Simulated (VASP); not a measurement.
Set up this calculation in VASP 6.6.1, as the native input.

```yaml
Task: single point
Functional: LDA
Potentials_or_basis: VASP PAW LDA potentials, release 64 (Ca_sv, B)
Cutoff: 520 eV
k_mesh: 10 × 10 × 7
Occupations: fermi-dirac, width 0.1 eV
Spin: no spin polarisation
Dipole_correction: no
Further_INCAR_settings: ALGO = Normal; EDIFF = 1e-06; NBANDS = 15
```

The structure of CaB2 lies in POSCAR:

```
CaB2
1.0
    3.2264302800      0.0000000000      0.0000000000
   -1.6132151400      2.7941705900      0.0000000000
    0.0000000000      0.0000000000      4.0673920000
Ca B
1 2
Direct
    0.0000000000      0.0000000000      0.0000000000
    0.3333333300      0.6666666700      0.5000000000
    0.6666666700      0.3333333300      0.5000000000
```

One way to write it, as run:

INCAR

```
SYSTEM = CaB2
ALGO = Normal
EDIFF = 1E-6
ENCUT = 520
ISIF = 2
ISMEAR = -1
LASPH = .True.
LCHARG = .True.
LELF = .True.
LREAL = .False.
LVHAR = .True.
LWAVE = .False.
NBANDS = 15
NELM = 100
PREC = Accurate
SIGMA = 0.1
```

KPOINTS

```
k-points
0
Gamma
  10 10 7
  0 0 0
```

Potentials or basis: VASP PAW LDA potentials, release 64 (Ca_sv, B).

The run is started by

```sh
$ cat potpaw_LDA.64/Ca_sv/POTCAR potpaw_LDA.64/B/POTCAR > POTCAR
$ mpirun -np 1 vasp_std > vasp.out
```

Results of the run:

```yaml
Pressure: -6.6 GPa
Band_gap_on_the_k_mesh: zero (bands 8 and 9 overlap by 1.57 eV)
```

Caveat: the cell stands under tension.

It took 33 s on 1 thread of Intel Xeon 8259CL, on a shared host, peak memory 0.15 GiB.
